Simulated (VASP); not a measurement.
A run of VASP 6.6.1:

INCAR

```
PREC = Accurate ; ENCUT = 520
EDIFF = 1E-6 ; ISMEAR = 0
SIGMA = 0.1 ; LREAL = False
LASPH = True ; NELM = 80
ALGO = Normal ; ISIF = 2
LWAVE = False ; LCHARG = False
GGA = PE ; NBANDS = 22
```

KPOINTS

```
regular mesh
0
Gamma
  4 4 4
```

The input POSCAR:

```
InAs3
1.0
    0.0000000000      3.5790459301      3.5790459301
    3.5790459301      0.0000000000      3.5790459301
    3.5790459301      3.5790459301      0.0000000000
In As
1 3
Direct
    0.0000000000      0.0000000000      0.0000000000
    0.2500000000      0.2500000000      0.2500000000
    0.7500000000      0.7500000000      0.7500000000
    0.5000000000      0.5000000000      0.5000000000
```

Potentials or basis: VASP PAW PBE potentials, release 64 (In_d, As).

Run with:

```sh
$ cat potpaw_PBE.64/In_d/POTCAR potpaw_PBE.64/As/POTCAR > POTCAR
$ mpirun -np 1 vasp_std > vasp.out
```

Hardware: 1 thread of Intel(R) Xeon(R) Platinum 8488C (Sapphire Rapids), on a shared host.

Problem. How long does it take, and how much memory?

Solution. It took 15 s on 1 thread of Intel(R) Xeon(R) Platinum 8488C (Sapphire Rapids) (shared host), peak memory 0.23 GiB. Counts: scf iterations 12, k points 8.
